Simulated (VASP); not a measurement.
Here is a VASP 6.6.1 calculation.

The input INCAR:

```
  PREC = Accurate
  ENCUT = 520
  EDIFF = 1E-7
  ISMEAR = -1
  SIGMA = 0.05
  LREAL = F
  LASPH = T
  NELM = 100
  ALGO = Normal
  ISIF = 2
  LWAVE = F
  LCHARG = F
  GGA = PE
  NBANDS = 26
```

Contents of KPOINTS:

```
regular mesh
0
Gamma
  11 11 11
```

POSCAR

```
NbP
1.0
   -1.6407315532      1.6407315532      5.6229302316
    1.6407315532     -1.6407315532      5.6229302316
    1.6407315532      1.6407315532     -5.6229302316
Nb P
2 2
Direct
    0.2498808000      0.7498808000      0.5000000000
    0.4998808000      0.4998808000      0.0000000000
    0.8327477700      0.3327477700      0.5000000000
    0.0827477700      0.0827477700      0.0000000000
```

Potentials or basis: VASP PAW PBE potentials, release 64 (Nb_sv, P).

Run with:

```bash
$ cat potpaw_PBE.64/Nb_sv/POTCAR potpaw_PBE.64/P/POTCAR > POTCAR
$ mpirun -np 1 vasp_std > vasp.out
```

Task: Predict the largest force.

Result: 0.038 eV/Å.

Task: What does it give for the band gap on the k mesh?

Result: Zero (bands 18 and 19 overlap by 0.01 eV).

Forces on the atoms (eV/Å):
```
Nb   0.000  0.000  0.038
Nb   0.000  0.000  0.038
P    0.000  0.000 -0.038
P    0.000  0.000 -0.038
```
